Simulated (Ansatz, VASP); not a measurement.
## One calculation of Mg3ZnC, two programs

```
Zn Mg C
1.0
     4.40693    0.00000    0.00000
     0.00000    4.40693    0.00000
     0.00000    0.00000    4.40693
Zn Mg C
1 3 1
Direct
  0.00000 0.00000 0.00000
  0.50000 0.00000 0.50000
  0.50000 0.50000 0.00000
  0.00000 0.50000 0.50000
  0.50000 0.50000 0.50000
```

Alike in both runs: functional RPBE; k mesh 6 × 6 × 6; occupations fermi-dirac, width 0.05 eV; no spin polarisation.

|  | VASP | Ansatz |
| --- | --- | --- |
| version | VASP 6.6.1 | Ansatz 0.2.0 |
| potentials or method | VASP PAW PBE potentials, release 64 (Zn, Mg, C) | Ansatz PAW |
| plane-wave cutoff (eV) | 520 | 420 |
| valence electrons in the cell | 22 | 46 |
| task | single point | projected density of states |

Ansatz gave:

| Property | Result |
| --- | --- |
| gap on the k mesh at the Fermi level (eV) | none |
| pressure (GPa) | 1.8 |

Question: Estimate VASP's values.

Answer: gap on the k mesh at the Fermi level (eV): none; pressure (GPa): 1.6.

VASP's potentials were made for PBE, not for RPBE. A gap of «none» marks a metal or a gap that the smearing closes. VASP's potentials hold 22 valence electrons a cell and Ansatz's 46, so a difference there can come from the potentials and not from the codes.
